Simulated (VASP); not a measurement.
# Hf4I15Br (a cell with a defect) in VASP: single point with PBE

Aim: the single point of Hf4I15Br (a cell with a defect) with PBE.

Program: VASP 6.6.1. These are calculated values, not measurements. Logs are shortened: lines on timing, memory, paths and dates and some standing lists are left out, and cuts for length are marked.

## Step 1: The cell of the first run

The cell holds a defect, 20 atoms: a = 8.603 Å, b = 8.603 Å, c = 13.073 Å, α = 108.12°, β = 108.12°, γ = 89.83°.

## Step 2: Single point, PBE

File INCAR:

```
SYSTEM = Hf4I15Br
  PREC = Accurate
  ENCUT = 520
  EDIFF = 1E-6
  ISMEAR = -1
  SIGMA = 0.01
  LREAL = Auto
  LASPH = .True.
  NELM = 100
  ALGO = Normal
  ISIF = 2
  LWAVE = .False.
  LCHARG = .False.
  GGA = PE
  NBANDS = 92
```

File KPOINTS:

```
Automatic mesh
0
Gamma
  3 3 2
  0 0 0
```

File POSCAR:

```
Hf4I15Br
1.0
    6.0918697050     -6.0742168451      0.0000000000
    6.0918697050      6.0742168451      0.0000000000
   -5.7423520254      0.0000000000     11.7437770460
Hf I Br
4 15 1
Direct
    0.2094400694      0.9397201129      0.6241138771
    0.9395297479      0.2096477587      0.1277427252
    0.7909749450      0.0618173294      0.3702577882
    0.0573681208      0.7861683101      0.8750668126
    0.1712267332      0.9457174455      0.1179004838
    0.0596204506      0.2862644350      0.3707174892
    0.1779031671      0.4227995089      0.1366740060
    0.5759485409      0.8168891664      0.3513741914
    0.2763248922      0.0531841182      0.8662391692
    0.5925094305      0.3064444087      0.3844405964
    0.0535661850      0.8261601159      0.3813630503
    0.8177802652      0.5701416811      0.8618004665
    0.4242971590      0.1817259396      0.6390582410
    0.3078423501      0.5941645418      0.8901234719
    0.6909742792      0.4036779668      0.1122110669
    0.8210161835      0.0465699327      0.8857965192
    0.4066596963      0.6934920533      0.6118845503
    0.9433329943      0.1705056894      0.6135754930
    0.9447027016      0.7169939149      0.6325768992
    0.7389820884      0.9679155706      0.1470831026
```

Potentials or basis: VASP PAW PBE potentials, release 64 (Hf_pv, I, Br).

Command:

```bash
cat potpaw_PBE.64/Hf_pv/POTCAR potpaw_PBE.64/I/POTCAR potpaw_PBE.64/Br/POTCAR > POTCAR
mpirun -np 1 vasp_std > vasp.out
```

OUTCAR:

```text
SYSTEM = Hf4I15Br
   PREC = Accurate
   ENCUT = 520
   EDIFF = 1E-6
   ISMEAR = -1
   LREAL = Auto
   LASPH = .True.
   NELM = 100
   ISIF = 2
   GGA = PE

 ion  position               nearest neighbor table
   1  0.209  0.940  0.624-  17 2.71  13 2.71   9 2.87  11 2.87  18 3.02  19 3.03
   2  0.940  0.210  0.128-  15 2.71   7 2.71  20 2.83   6 2.87  16 2.87   5 3.02
   3  0.791  0.062  0.370-  20 2.66  10 2.70   8 2.71  18 2.88   6 3.01  11 3.03
   4  0.057  0.786  0.875-  14 2.71  12 2.71  19 2.87   5 2.88  16 3.02   9 3.03
   5  0.171  0.946  0.118-   4 2.88   2 3.02
   6  0.060  0.286  0.371-   2 2.87   3 3.01
   7  0.178  0.423  0.137-   2 2.71
   8  0.576  0.817  0.351-   3 2.71
   9  0.276  0.053  0.866-   1 2.87   4 3.03
  10  0.593  0.306  0.384-   3 2.70
  11  0.054  0.826  0.381-   1 2.87   3 3.03
  12  0.818  0.570  0.862-   4 2.71
  13  0.424  0.182  0.639-   1 2.71
  14  0.308  0.594  0.890-   4 2.71
  15  0.691  0.404  0.112-   2 2.71
  16  0.821  0.047  0.886-   2 2.87   4 3.02
  17  0.407  0.693  0.612-   1 2.71
  18  0.943  0.171  0.614-   3 2.88   1 3.02
  19  0.945  0.717  0.633-   4 2.87   1 3.03
  20  0.739  0.968  0.147-   3 2.66   2 2.83

  LATTYP: Found a base centered monoclinic cell.
 ALAT       =    12.1837394100
 B/A-ratio  =     0.9971022263
 C/A-ratio  =     1.0729484943
 COS(beta)  =    -0.4392687785

  Lattice vectors:

 A1 = (   6.0918697050,  -6.0742168451,   0.0000000000)
 A2 = (   6.0918697050,   6.0742168451,   0.0000000000)
 A3 = (  -5.7423520254,   0.0000000000,  11.7437770460)

Analysis of symmetry for initial positions (statically):
=====================================================================
 Subroutine PRICEL returns:
 Original cell was already a primitive cell.

 Routine SETGRP: Setting up the symmetry group for a
 base centered monoclinic supercell.

 Subroutine GETGRP returns: Found  1 space group operations
 (whereof  1 operations were pure point group operations)
 out of a pool of  4 trial point group operations.

The static configuration has the point symmetry C_1 .

Analysis of symmetry for dynamics (positions and initial velocities):
=====================================================================
 Subroutine PRICEL returns:
 Original cell was already a primitive cell.

 Routine SETGRP: Setting up the symmetry group for a
 base centered monoclinic supercell.

 Subroutine GETGRP returns: Found  1 space group operations
 (whereof  1 operations were pure point group operations)
 out of a pool of  4 trial point group operations.

The dynamic configuration has the point symmetry C_1 .

 Subroutine INISYM returns: Found  1 space group operations
 (whereof  1 operations are pure point group operations),
 and found     1 'primitive' translations

----------------------------------------------------------------------------------------

                                     Primitive cell

  volume of cell :     869.1179

  direct lattice vectors                    reciprocal lattice vectors
     6.091869705 -6.074216845  0.000000000     0.082076608 -0.082315138  0.040132980
     6.091869705  6.074216845  0.000000000     0.082076608  0.082315138  0.040132980
    -5.742352025  0.000000000 11.743777046     0.000000000  0.000000000  0.085151480

  length of vectors
     8.602731356  8.602731356 13.072524855     0.122975638  0.122975638  0.085151480

  position of ions in fractional coordinates (direct lattice)
     0.209440069  0.939720113  0.624113877
     0.939529748  0.209647759  0.127742725
     0.790974945  0.061817329  0.370257788
     0.057368121  0.786168310  0.875066813
     0.171226733  0.945717446  0.117900484
     0.059620451  0.286264435  0.370717489
[... 12 lines left out ...]
     0.944702702  0.716993915  0.632576899
     0.738982088  0.967915571  0.147083103

  ion indices of the primitive-cell ions
   primitive index   ion index
                 1           1
                 2           2
                 3           3
                 4           4
                 5           5
                 6           6
[... 12 lines left out ...]
                19          19
                20          20

----------------------------------------------------------------------------------------

 KPOINTS: Automatic mesh

Automatic generation of k-mesh.
 Grid dimensions read from file:
 generate k-points for:    3    3    2

 Generating k-lattice:

  Cartesian coordinates                     Fractional coordinates (reciprocal lattice)
     0.027358869 -0.027438379  0.013377660     0.333333333  0.000000000  0.000000000
     0.027358869  0.027438379  0.013377660     0.000000000  0.333333333  0.000000000
     0.000000000  0.000000000  0.042575740     0.000000000  0.000000000  0.500000000

  Length of vectors
     0.040991879  0.040991879  0.042575740

  Shift w.r.t. Gamma in fractional coordinates (k-lattice)
     0.000000000  0.000000000  0.000000000

 Subroutine IBZKPT returns following result:
 ===========================================

 Found     10 irreducible k-points:

 Following reciprocal coordinates:
            Coordinates               Weight
  0.000000  0.000000  0.000000      1.000000
  0.333333  0.000000  0.000000      2.000000
 -0.000000 -0.333333  0.000000      2.000000
  0.333333  0.333333  0.000000      2.000000
 -0.333333  0.333333  0.000000      2.000000
  0.000000  0.000000  0.500000      1.000000
  0.333333  0.000000  0.500000      2.000000
 -0.000000 -0.333333  0.500000      2.000000
  0.333333  0.333333  0.500000      2.000000
 -0.333333  0.333333  0.500000      2.000000
   k-points           NKPTS =     10   k-points in BZ     NKDIM =     10   number of bands    NBANDS=     92
   number of dos      NEDOS =    301   number of ions     NIONS =     20
   total plane-waves  NPLWV = 401408
   dimension x,y,z NGX =    64 NGY =   64 NGZ =   98
   dimension x,y,z NGXF=   128 NGYF=  128 NGZF=  196
   ions per type =               4  15   1
   NGX,Y,Z   is equivalent  to a cutoff of  12.37, 12.37, 12.46 a.u.
   NGXF,Y,Z  is equivalent  to a cutoff of  24.74, 24.74, 24.93 a.u.
 SYSTEM =  Hf4I15Br
   PREC   = accura    normal or accurate (medium, high low for compatibility)
   ISTART =      0    job   : 0-new  1-cont  2-samecut
   ICHARG =      2    charge: 1-file 2-atom 10-const
   ISPIN  =      1    spin polarized calculation?
   LNONCOLLINEAR =      F non collinear calculations
   LSORBIT =      F    spin-orbit coupling
   LASPH  =      T    aspherical Exc in radial PAW
   ENCUT  =  520.0 eV  38.22 Ry    6.18 a.u.  16.00 16.00 24.31*2*pi/ulx,y,z
   NELM   =    100;   NELMIN=  2; NELMDL= -5     # of ELM steps
   EDIFF  = 0.1E-05   stopping-criterion for ELM
   LREAL  =      T    real-space projection
   EDIFFG = 0.1E-04   stopping-criterion for IOM
   NSW    =      0    number of steps for IOM
   IBRION =     -1    ionic relax: 0-MD 1-quasi-New 2-CG
   NFREE  =      0    steps in history (QN), initial steepest desc. (CG)
   ISIF   =      2    stress and relaxation
   ISYM   =      2    0-nonsym 1-usesym 2-fastsym
   POTIM  = 0.5000    time-step for ionic-motion
   TEBEG  =    0.0;   TEEND  =   0.0 temperature during run
   PSTRESS=    0.0 pullay stress
   NELECT =     152.0000    total number of electrons
   NUPDOWN=      -1.0000    fix difference up-down
   EMIN   =  10.00;   EMAX   =-10.00  energy-range for DOS
   EFERMI =   0.00;   METHOD = LEGACY
   ISMEAR =    -1;   SIGMA  =   0.01  broadening in eV -4-tet -1-fermi 0-gaus
   EFERMI_NEDOS =   21; number of points for ismear=-14 and -15
   IALGO  =     38    algorithm
   IMIX   =      4    mixing-type and parameters
     AMIX     =   0.40;   BMIX     =  1.00
     AMIX_MAG =   1.60;   BMIX_MAG =  1.00
  volume/ion in A,a.u.               =      43.46       293.25
  Fermi-wavevector in a.u.,A,eV,Ry     =   0.915510  1.730063 11.403841  0.838159
  Thomas-Fermi vector in A             =   2.040260
   LORBIT       =      0    0 simple, 1 ext, 2 COOP (PROOUT), +10 PAW based schemes
   GGA     = PE    functional components
   LHFCALC =     F    Hartree Fock is set to
   AEXX    =    0.0000 exact exchange contribution
   IVDW    =     0    specifies the selected vdW correction
   LEPSILON=     F    determine dielectric tensor
   LRPA    =     F    only Hartree local field effects (RPA)
 non-spin polarized calculation
  energy-cutoff  :      520.00
  volume of cell :      869.12
 maximum number of plane-waves:     23426
   NGX = 31   NGY = 31   NGZ = 49

 number of electron     152.0000003 magnetization

 Free energy of the ion-electron system (eV)
  ---------------------------------------------------
  ext. energy  EPLUGINS =         0.00000000
  ---------------------------------------------------
  free energy    TOTEN  =       -82.93872910 eV

  energy without entropy =      -82.93872910  energy(sigma->0) =      -82.93872910

 E-fermi :   1.5230     XC(G=0):  -7.7109

 val. band max:        1.2217955443   @ k =   0.0000   0.0000   0.0000
 cond. band min:       3.4344321900   @ k =   0.3333   0.3333   0.5000
 fundamental gap:      2.2126366457
 Fermi energy:         1.5230154335

 k-point     1 :       0.0000    0.0000    0.0000
  band No.  band energies     occupation
      1     -29.8647      2.00000
      2     -29.8218      2.00000
      3     -29.8090      2.00000
      4     -29.8019      2.00000
      5     -29.7970      2.00000
      6     -29.7923      2.00000
[... 80 lines left out ...]
     87       3.9615      0.00000
     88       3.9638      0.00000

 k-point     2 :       0.3333    0.0000    0.0000
  band No.  band energies     occupation
      1     -29.8647      2.00000
      2     -29.8218      2.00000
      3     -29.8090      2.00000
      4     -29.8019      2.00000
      5     -29.7970      2.00000
      6     -29.7923      2.00000
[... 717 lines left out ...]
     87       4.1596      0.00000
     88       4.1675      0.00000

 k-point    10 :      -0.3333    0.3333    0.5000
  band No.  band energies     occupation
      1     -29.8647      2.00000
      2     -29.8218      2.00000
      3     -29.8090      2.00000
      4     -29.8020      2.00000
      5     -29.7969      2.00000
      6     -29.7923      2.00000
[... 80 lines left out ...]
     87       4.1492      0.00000
     88       4.1616      0.00000
 [bands above 88 left out]

------------------------ aborting loop because EDIFF is reached ----------------------------------------

  FORCE on cell =-STRESS in cart. coord.  units (eV):
  Direction    XX          YY          ZZ          XY          YZ          ZX
  --------------------------------------------------------------------------------------
  -------------------------------------------------------------------------------------
  Total        1.5076780      1.9552328      1.3588267      0.1540762      0.0054480      0.2599350
  in kB        2.7793323      3.6043783      2.5049322      0.2840322      0.0100431      0.4791778
  external PRESSURE =       2.9628810 kB  Pullay stress =       0.0000000 kB

 VOLUME and BASIS-vectors are now :
 -----------------------------------------------------------------------------
  energy-cutoff  :      520.00
  volume of cell :      869.12
      direct lattice vectors                 reciprocal lattice vectors
     6.091869705 -6.074216845  0.000000000     0.082076608 -0.082315138  0.040132980
     6.091869705  6.074216845  0.000000000     0.082076608  0.082315138  0.040132980
    -5.742352025  0.000000000 11.743777046     0.000000000  0.000000000  0.085151480

 POSITION                                       TOTAL-FORCE (eV/Angst)
 -----------------------------------------------------------------------------------
      3.41665      4.43588      7.32945         0.013610     -0.030965      0.005180
      6.26710     -4.43346      1.50018         0.010643      0.023692     -0.002563
      3.06895     -4.42906      4.34822        -0.015446      0.001833     -0.010741
      0.11377      4.42689     10.27659        -0.022359     -0.035831      0.008965
      6.12725      4.70442      1.38460         0.001934      0.013097     -0.026229
     -0.02170      1.37668      4.35362        -0.010025      0.004120     -0.038629
[... 12 lines left out ...]
      6.49036     -1.38315      7.42884         0.015723     -0.003557      0.032150
      9.55360      1.39059      1.72731         0.021046      0.010717      0.042523
 -----------------------------------------------------------------------------------
    total drift:                                0.003977     -0.002515      0.011673

  FREE ENERGIE OF THE ION-ELECTRON SYSTEM (eV)
  ---------------------------------------------------
  free  energy   TOTEN  =       -82.9387290956 eV

  energy  without entropy=      -82.9387290956  energy(sigma->0) =      -82.93872910
```

Wall time 17 min (1 thread of Intel Xeon Platinum 8488C (Sapphire Rapids), shared host); peak memory 1.1 GiB.

What came out:

```yaml
Free_energy: -82.9387 eV
Pressure: 0.3 GPa
Largest_force: 0.055 eV/Å
Band_gap_on_the_k_mesh: 2.21 eV
```

Forces in eV/Å, atoms in the order of the input:
```
Hf   0.014 -0.031  0.005
Hf   0.011  0.024 -0.003
Hf  -0.015  0.002 -0.011
Hf  -0.022 -0.036  0.009
I    0.002  0.013 -0.026
I   -0.010  0.004 -0.039
I   -0.054  0.005 -0.006
I    0.045  0.003  0.003
I   -0.018  0.007 -0.031
I   -0.002 -0.045 -0.001
I    0.009  0.023  0.026
I    0.055 -0.007  0.000
I   -0.054  0.003 -0.004
I    0.002  0.055 -0.004
I    0.004 -0.050  0.007
I   -0.004 -0.011  0.029
I    0.004  0.047  0.004
I   -0.001 -0.014 -0.032
I    0.016 -0.004  0.032
Br   0.021  0.011  0.043
```

Levels at points of the mesh, in eV from the valence-band top:
| k point | band 72 | band 73 | band 74 | band 75 | band 76 | band 77 | band 78 | band 79 | band 80 | band 81 |
| --- | --- | --- | --- | --- | --- | --- | --- | --- | --- | --- |
| (0.00, 0.00, 0.00) | -0.22 | -0.07 | -0.02 | -0.01 | 0.00 | 2.22 | 2.28 | 2.48 | 2.54 | 2.54 |
| (0.00, 0.00, 0.50) | -0.25 | -0.09 | -0.05 | -0.03 | 0.00 | 2.31 | 2.33 | 2.41 | 2.43 | 2.54 |

Caveat: spin-orbit coupling is left out, which moves the levels of the heavy elements.
